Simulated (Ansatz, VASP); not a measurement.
# One calculation of Cr3O, two programs

```
CELL_PARAMETERS angstrom
5.04363 0.00000 0.00000
-2.52182 4.36791 0.00000
0.00000 0.00000 3.95453
ATOMIC_POSITIONS crystal
Cr 0.84147 0.68294 0.25000
Cr 0.15853 0.84147 0.75000
Cr 0.31706 0.15853 0.25000
Cr 0.15853 0.31706 0.75000
Cr 0.84147 0.15853 0.25000
Cr 0.68294 0.84147 0.75000
O 0.33333 0.66667 0.25000
O 0.66667 0.33333 0.75000
```

Alike in both runs: functional PBE; k mesh 6 × 6 × 4; occupations gaussian, width 0.1 eV; no spin polarisation.

Ansatz relaxed the structure, and its values are those at the end. VASP's run is a single point on that final structure, the one shown.

```csv
,VASP,Ansatz
version,VASP 6.6.1,Ansatz 0.2.0
potentials or method,"VASP PAW PBE potentials, release 64 (Cr_pv, O), cutoff 520 eV","scalar-relativistic, plane waves, PAW"
valence electrons in the cell,84,96
```

```csv
,VASP,Ansatz,Ansatz less VASP
gap on the k mesh at the Fermi level (eV),none,none,-
pressure (GPa),-0.4,-0.2,+0.20
rms of the force components (eV/Å),0.015,0.004,-0.0112
```

A gap of «none» marks a metal or a gap that the smearing closes. VASP's potentials hold 84 valence electrons a cell and Ansatz's 96, so a difference there can come from the potentials and not from the codes.

The k mesh is coarse, so the values compare programs but aren't converged.
